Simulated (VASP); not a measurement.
CaHfO, 3 atoms in the cell. Symmetry: P4/mmm, No. 123, tetragonal system. The conventional cell has a = 3.575 Å, b = 3.575 Å, c = 4.253 Å, α = 90.00°, β = 90.00°, γ = 90.00°. Ca (site symmetry 4/mmm) has 4 O at 2.53 Å and 8 Hf at 3.30 Å within 3.4 Å. Hf (site symmetry 4/mmm) has 2 O at 2.13 Å within 2.8 Å. Within 2.8 Å of O (site symmetry 4/mmm) lie 2 Hf at 2.13 Å and 4 Ca at 2.53 Å. The cell was generated, and may not be a known phase.

| Property | Result |
| --- | --- |
| Program | VASP 6.6.1 |
| Task | single point |
| Functional | PBE |
| Potentials or basis | VASP PAW PBE potentials, release 64 (Ca_sv, Hf_pv, O) |
| Cutoff | 520 eV |
| k mesh | 4 × 4 × 6 |
| Occupations | gaussian, width 0.1 eV |
| Spin | no spin polarisation |
| Dipole correction | no |
| Further INCAR settings | ALGO = Fast; EDIFF = 1e-06; NBANDS = 20 |

Potentials or basis: VASP PAW PBE potentials, release 64 (Ca_sv, Hf_pv, O).

Run with:

```bash
$ cat potpaw_PBE.64/Ca_sv/POTCAR potpaw_PBE.64/Hf_pv/POTCAR potpaw_PBE.64/O/POTCAR > POTCAR
$ mpirun -np 1 vasp_std > vasp.out
```

Hardware: 1 thread of AMD EPYC 9755 128-Core Processor, on a shared host.

Problem. How long does it take, and how much memory?

Solution. It took 43 s on 1 thread of AMD EPYC 9755 128-Core Processor, with other jobs on the host, peak memory 0.14 GiB. Counts: scf iterations 22, k points 24.
